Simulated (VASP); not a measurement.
# Sr (Pm-3m) in VASP: notebook

The runs below take Sr through single point, relaxation of cell and atoms, with PBEsol.

All numbers are computed with VASP 6.6.1; they aren't measurements. Logs are shortened: lines on timing, memory, paths and dates and some standing lists are left out, and cuts for length are marked.

## 1. The cell of the first run

The structure is cubic, space group Pm-3m (No. 221). The conventional cell has a = 3.750 Å, b = 3.750 Å, c = 3.750 Å, α = 90.00°, β = 90.00°, γ = 90.00°. Sr (site symmetry m-3m) has 6 Sr at 3.75 Å within 4.9 Å.

This isn't the form of Sr at room conditions, which is fcc.

## 2. Single point, PBEsol

INCAR reads:

```
ALGO     = Normal         # electronic algorithm
EDIFF    = 1E-7           # SCF threshold, eV
ENCUT    = 520            # plane-wave cutoff, eV
GGA      = PS             # functional
ISIF     = 2              # what is computed and relaxed
ISMEAR   = 0              # smearing method
LASPH    = T              # aspherical terms in the spheres
LCHARG   = F              # write CHGCAR
LREAL    = F              # projectors in reciprocal space
LWAVE    = F              # write WAVECAR
NBANDS   = 11             # bands
NELM     = 60             # most SCF steps
PREC     = Accurate       # precision mode
SIGMA    = 0.1            # smearing width, eV
```

KPOINTS reads:

```
k-points
0
Gamma
  14 14 14
```

POSCAR reads:

```
Sr
1.0
    3.7500147209      0.0000000000      0.0000000000
    0.0000000000      3.7500147209      0.0000000000
    0.0000000000      0.0000000000      3.7500147209
Sr
1
Direct
    0.0000000000      0.0000000000      0.0000000000
```

Potentials or basis: VASP PAW PBE potentials, release 64 (Sr_sv).

The run is started by

```
cat potpaw_PBE.64/Sr_sv/POTCAR > POTCAR
mpirun -np 1 vasp_std > vasp.out
```

OUTCAR:

```text
EDIFF = 1E-7
   ENCUT = 520
   GGA = PS
   ISIF = 2
   ISMEAR = 0
   LASPH = T
   LREAL = F
   NELM = 60
   PREC = Accurate

 ion  position               nearest neighbor table
   1  0.000  0.000  0.000-

  LATTYP: Found a simple cubic cell.
 ALAT       =     3.7500147209

  Lattice vectors:

 A1 = (   3.7500147209,   0.0000000000,   0.0000000000)
 A2 = (   0.0000000000,   3.7500147209,   0.0000000000)
 A3 = (   0.0000000000,   0.0000000000,   3.7500147209)

Analysis of symmetry for initial positions (statically):
=====================================================================
 Subroutine PRICEL returns:
 Original cell was already a primitive cell.

 Routine SETGRP: Setting up the symmetry group for a
 simple cubic supercell.

 Subroutine GETGRP returns: Found 48 space group operations
 (whereof 48 operations were pure point group operations)
 out of a pool of 48 trial point group operations.

The static configuration has the point symmetry O_h .

Analysis of symmetry for dynamics (positions and initial velocities):
=====================================================================
 Subroutine PRICEL returns:
 Original cell was already a primitive cell.

 Routine SETGRP: Setting up the symmetry group for a
 simple cubic supercell.

 Subroutine GETGRP returns: Found 48 space group operations
 (whereof 48 operations were pure point group operations)
 out of a pool of 48 trial point group operations.

The dynamic configuration has the point symmetry O_h .

 Subroutine INISYM returns: Found 48 space group operations
 (whereof 48 operations are pure point group operations),
 and found     1 'primitive' translations

----------------------------------------------------------------------------------------

                                     Primitive cell

  volume of cell :      52.7350

  direct lattice vectors                    reciprocal lattice vectors
     3.750014721  0.000000000  0.000000000     0.266665620  0.000000000  0.000000000
     0.000000000  3.750014721  0.000000000     0.000000000  0.266665620  0.000000000
     0.000000000  0.000000000  3.750014721     0.000000000  0.000000000  0.266665620

  length of vectors
     3.750014721  3.750014721  3.750014721     0.266665620  0.266665620  0.266665620

  position of ions in fractional coordinates (direct lattice)
     0.000000000  0.000000000  0.000000000

  ion indices of the primitive-cell ions
   primitive index   ion index
                 1           1

----------------------------------------------------------------------------------------

 KPOINTS: k-points

Automatic generation of k-mesh.
 Grid dimensions read from file:
 generate k-points for:   14   14   14

 Generating k-lattice:

  Cartesian coordinates                     Fractional coordinates (reciprocal lattice)
     0.019047544  0.000000000  0.000000000     0.071428571  0.000000000  0.000000000
     0.000000000  0.019047544  0.000000000     0.000000000  0.071428571  0.000000000
     0.000000000  0.000000000  0.019047544     0.000000000  0.000000000  0.071428571

  Length of vectors
     0.019047544  0.019047544  0.019047544

  Shift w.r.t. Gamma in fractional coordinates (k-lattice)
     0.000000000  0.000000000  0.000000000

 Subroutine IBZKPT returns following result:
 ===========================================

 Found    120 irreducible k-points:

 Following reciprocal coordinates:
            Coordinates               Weight
  0.000000  0.000000  0.000000      1.000000
  0.071429  0.000000  0.000000      6.000000
  0.142857  0.000000  0.000000      6.000000
  0.214286  0.000000  0.000000      6.000000
  0.285714  0.000000  0.000000      6.000000
  0.357143  0.000000  0.000000      6.000000
[... 16 lines left out ...]
  0.285714  0.214286  0.000000     24.000000
  0.357143  0.214286  0.000000     24.000000
 [... further k-points ...]
   k-points           NKPTS =    120   k-points in BZ     NKDIM =    120   number of bands    NBANDS=     11
   number of dos      NEDOS =    301   number of ions     NIONS =      1
   total plane-waves  NPLWV =  21952
   dimension x,y,z NGX =    28 NGY =   28 NGZ =   28
   dimension x,y,z NGXF=    56 NGYF=   56 NGZF=   56
   ions per type =               1
   NGX,Y,Z   is equivalent  to a cutoff of  12.41, 12.41, 12.41 a.u.
   NGXF,Y,Z  is equivalent  to a cutoff of  24.83, 24.83, 24.83 a.u.
 SYSTEM =  unknown system
   PREC   = accura    normal or accurate (medium, high low for compatibility)
   ISTART =      0    job   : 0-new  1-cont  2-samecut
   ICHARG =      2    charge: 1-file 2-atom 10-const
   ISPIN  =      1    spin polarized calculation?
   LNONCOLLINEAR =      F non collinear calculations
   LSORBIT =      F    spin-orbit coupling
   LASPH  =      T    aspherical Exc in radial PAW
   ENCUT  =  520.0 eV  38.22 Ry    6.18 a.u.   6.97  6.97  6.97*2*pi/ulx,y,z
   NELM   =     60;   NELMIN=  2; NELMDL= -5     # of ELM steps
   EDIFF  = 0.1E-06   stopping-criterion for ELM
   LREAL  =      F    real-space projection
   EDIFFG = 0.1E-05   stopping-criterion for IOM
   NSW    =      0    number of steps for IOM
   IBRION =     -1    ionic relax: 0-MD 1-quasi-New 2-CG
   NFREE  =      0    steps in history (QN), initial steepest desc. (CG)
   ISIF   =      2    stress and relaxation
   ISYM   =      2    0-nonsym 1-usesym 2-fastsym
   POTIM  = 0.5000    time-step for ionic-motion
   TEBEG  =    0.0;   TEEND  =   0.0 temperature during run
   PSTRESS=    0.0 pullay stress
   NELECT =      10.0000    total number of electrons
   NUPDOWN=      -1.0000    fix difference up-down
   EMIN   =  10.00;   EMAX   =-10.00  energy-range for DOS
   EFERMI =   0.00;   METHOD = LEGACY
   ISMEAR =     0;   SIGMA  =   0.10  broadening in eV -4-tet -1-fermi 0-gaus
   EFERMI_NEDOS =   21; number of points for ismear=-14 and -15
   IALGO  =     38    algorithm
   IMIX   =      4    mixing-type and parameters
     AMIX     =   0.40;   BMIX     =  1.00
     AMIX_MAG =   1.60;   BMIX_MAG =  1.00
  volume/ion in A,a.u.               =      52.73       355.87
  Fermi-wavevector in a.u.,A,eV,Ry     =   0.940535  1.777354 12.035809  0.884607
  Thomas-Fermi vector in A             =   2.067957
   LORBIT       =      0    0 simple, 1 ext, 2 COOP (PROOUT), +10 PAW based schemes
   GGA     = PS    functional components
   LHFCALC =     F    Hartree Fock is set to
   AEXX    =    0.0000 exact exchange contribution
   IVDW    =     0    specifies the selected vdW correction
   LEPSILON=     F    determine dielectric tensor
   LRPA    =     F    only Hartree local field effects (RPA)
 non-spin polarized calculation
 Gauss-broadening in eV      SIGMA  =   0.10
  energy-cutoff  :      520.00
  volume of cell :       52.73
 maximum number of plane-waves:      1452
 NGX is ok and might be reduce to    28
   NGX = 13   NGY = 13   NGZ = 13

 number of electron      10.0000000 magnetization

 Free energy of the ion-electron system (eV)
  ---------------------------------------------------
  ext. energy  EPLUGINS =         0.00000000
  ---------------------------------------------------
  free energy    TOTEN  =        -1.45603085 eV

  energy without entropy =       -1.45215067  energy(sigma->0) =       -1.45409076

 E-fermi :   1.4782     XC(G=0):  -7.5488

 val. band max:        1.4662563899   @ k =   0.5000   0.4286   0.2857
 cond. band min:       1.4813016842   @ k =   0.5000   0.2857   0.0714
 fundamental gap:      0.0150452944
 Fermi energy:         1.4782369572

 k-point     1 :       0.0000    0.0000    0.0000
  band No.  band energies     occupation
      1     -35.1497      2.00000
      2     -16.9873      2.00000
      3     -16.9873      2.00000
      4     -16.9873      2.00000
      5      -2.0273      2.00000
      6       2.1530      0.00000
      7       2.1530      0.00000
      8       6.7429      0.00000
      9       6.7429      0.00000
     10       6.7429      0.00000
     11       9.3050      0.00000

 k-point     2 :       0.0714    0.0000    0.0000
  band No.  band energies     occupation
      1     -35.1484      2.00000
      2     -17.0060      2.00000
      3     -16.9858      2.00000
      4     -16.9858      2.00000
      5      -1.9548      2.00000
      6       2.1787      0.00000
      7       2.1941      0.00000
      8       6.5556      0.00000
      9       6.5556      0.00000
     10       6.7531      0.00000
     11       8.9241      0.00000

 k-point     3 :       0.1429    0.0000    0.0000
  band No.  band energies     occupation
      1     -35.1449      2.00000
      2     -17.0580      2.00000
      3     -16.9813      2.00000
      4     -16.9813      2.00000
      5      -1.7438      2.00000
      6       2.2527      0.00000
      7       2.2932      0.00000
      8       6.1396      0.00000
      9       6.1396      0.00000
     10       6.7817      0.00000
     11       8.2149      0.00000

 k-point     4 :       0.2143    0.0000    0.0000
  band No.  band energies     occupation
      1     -35.1398      2.00000
      2     -17.1320      2.00000
      3     -16.9750      2.00000
      4     -16.9750      2.00000
      5      -1.4116      2.00000
      6       2.3653      0.00000
      7       2.3727      0.00000
      8       5.6836      0.00000
      9       5.6836      0.00000
     10       6.8238      0.00000
     11       7.6232      0.00000
[... 239 lines left out ...]
 k-point    22 :       0.2143    0.2143    0.0000
  band No.  band energies     occupation
      1     -35.1300      2.00000
      2     -17.1220      2.00000
      3     -17.1119      2.00000
      4     -16.9628      2.00000
      5      -0.8213      2.00000
      6       2.4647      0.00000
      7       2.7929      0.00000
      8       4.5099      0.00000
      9       5.6601      0.00000
     10       6.0436      0.00000
     11       8.6069      0.00000

 k-point    23 :       0.2857    0.2143    0.0000
  band No.  band energies     occupation
      1     -35.1244      2.00000
      2     -17.1963      2.00000
      3     -17.1080      2.00000
      4     -16.9559      2.00000
      5      -0.4164      2.00000
      6       2.3866      0.00000
      7       2.9530      0.00000
      8       4.2709      0.00000
      9       5.3995      0.00000
     10       5.9959      0.00000
     11       8.1762      0.00000

 k-point    24 :       0.3571    0.2143    0.0000
  band No.  band energies     occupation
      1     -35.1194      2.00000
      2     -17.2662      2.00000
      3     -17.1003      2.00000
      4     -16.9496      2.00000
      5       0.0499      2.00000
      6       2.0860      0.00000
      7       3.0726      0.00000
      8       4.2541      0.00000
      9       5.1265      0.00000
     10       6.0415      0.00000
     11       7.9820      0.00000

 [... further k-points ...]

------------------------ aborting loop because EDIFF is reached ----------------------------------------

  FORCE on cell =-STRESS in cart. coord.  units (eV):
  Direction    XX          YY          ZZ          XY          YZ          ZX
  --------------------------------------------------------------------------------------
  -------------------------------------------------------------------------------------
  Total        0.0064140      0.0064140      0.0064140     -0.0000000     -0.0000000     -0.0000000
  in kB        0.1948666      0.1948666      0.1948666     -0.0000000     -0.0000000     -0.0000000
  external PRESSURE =       0.1948666 kB  Pullay stress =       0.0000000 kB

 VOLUME and BASIS-vectors are now :
 -----------------------------------------------------------------------------
  energy-cutoff  :      520.00
  volume of cell :       52.73
      direct lattice vectors                 reciprocal lattice vectors
     3.750014721  0.000000000  0.000000000     0.266665620  0.000000000  0.000000000
     0.000000000  3.750014721  0.000000000     0.000000000  0.266665620  0.000000000
     0.000000000  0.000000000  3.750014721     0.000000000  0.000000000  0.266665620

 POSITION                                       TOTAL-FORCE (eV/Angst)
 -----------------------------------------------------------------------------------
      0.00000      0.00000      0.00000         0.000000      0.000000      0.000000
 -----------------------------------------------------------------------------------
    total drift:                               -0.000000      0.000000     -0.000000

  FREE ENERGIE OF THE ION-ELECTRON SYSTEM (eV)
  ---------------------------------------------------
  free  energy   TOTEN  =        -1.4560308474 eV

  energy  without entropy=       -1.4521506725  energy(sigma->0) =       -1.45409076
```

Wall time 18 s (1 thread of Intel Xeon 6975P-C (Granite Rapids), shared host); peak memory 0.2 GiB.

What came out:

| Item | Value |
| --- | --- |
| Free energy | -1.4560 eV |
| Pressure | 0.0 GPa |
| Band gap on the k mesh | zero (bands 5 and 6 overlap by 0.74 eV) |

Levels at points of the mesh, in eV from the Fermi level:
```
           k point  band 1  band 2  band 3  band 4  band 5  band 6  band 7  band 8  band 9  band 10
(0.00, 0.00, 0.00)  -36.63  -18.47  -18.47  -18.47   -3.51    0.67    0.67    5.26    5.26     5.26
(0.50, 0.00, 0.00)  -36.60  -18.83  -18.43  -18.43   -1.22   -0.08    1.28    3.24    3.24     5.48
(0.50, 0.50, 0.00)  -36.58  -18.78  -18.78  -18.40   -0.58    0.79    2.55    2.55    3.71     3.71
(0.50, 0.50, 0.50)  -36.55  -18.73  -18.73  -18.73    0.50    0.50    0.50    4.67    5.62     5.62
```

Caveat: the PAW data sets were made with another functional, which shifts forces and pressure a little.

(Part 1 of 2 ends here.)
